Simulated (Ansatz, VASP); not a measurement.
## AlAs in VASP and in Ansatz

File INCAR:

```
SYSTEM = AlAs
PREC = Accurate
ENCUT = 500
EDIFF = 1E-6
ISMEAR = 1
SIGMA = 0.01
LREAL = .FALSE.
LASPH = .TRUE.
NELM = 120
ALGO = Normal
ISIF = 2
LWAVE = .FALSE.
LCHARG = .TRUE.
GGA = PE
LELF = .TRUE.
LVHAR = .TRUE.
NBANDS = 11
GGA_COMPAT = .FALSE.
```

File KPOINTS:

```
regular mesh
0
G
  6 6 6
  0 0 0
```

File POSCAR:

```
AlAs
1.0
    0.0000000000      2.8066140015      2.8066140015
    2.8066140015      0.0000000000      2.8066140015
    2.8066140015      2.8066140015      0.0000000000
Al As
1 1
Direct
    0.0000000000      0.0000000000      0.0000000000
    0.2500000000      0.2500000000      0.2500000000
```

Input for Ansatz:

```yaml
crystal:
  lattice:
    - [0.0, 2.8066140014898324, 2.8066140014898324]
    - [2.8066140014898324, 0.0, 2.8066140014898324]
    - [2.8066140014898324, 2.8066140014898324, 0.0]
  atoms:
    - { symbol: Al, position: [0.0, 0.0, 0.0] }
    - { symbol: As, position: [0.25, 0.25, 0.25] }
basis:
  ecutwfc: 500.0
kpoints:
  mp_grid:
    grid: [6, 6, 6]
hamiltonian:
  xc: pbe
  pseudopotentials:
    kind: paw
scf:
  occupations:
    method: cold
    width: 0.01
output:
  stress: true
```

Alike in both runs: task single point; functional PBE; k mesh 6 × 6 × 6; no spin polarisation.

|  | VASP | Ansatz |
| --- | --- | --- |
| version | VASP 6.6.1 | Ansatz 0.2.0 |
| potentials or method | VASP PAW PBE potentials, release 64 (Al, As), cutoff 500 eV | plane waves, PAW |
| occupations | methfessel-paxton of order 1, width 0.01 eV | cold, width 0.01 eV |
| valence electrons in the cell | 8 | 18 |

Ansatz gave:

```
pressure (GPa) : 4.7
```

Task: What did VASP give for the same quantities?

Result: Pressure (GPa): 4.9.

VASP's potentials hold 8 valence electrons a cell and Ansatz's 18, so a difference there can come from the potentials and not from the codes.
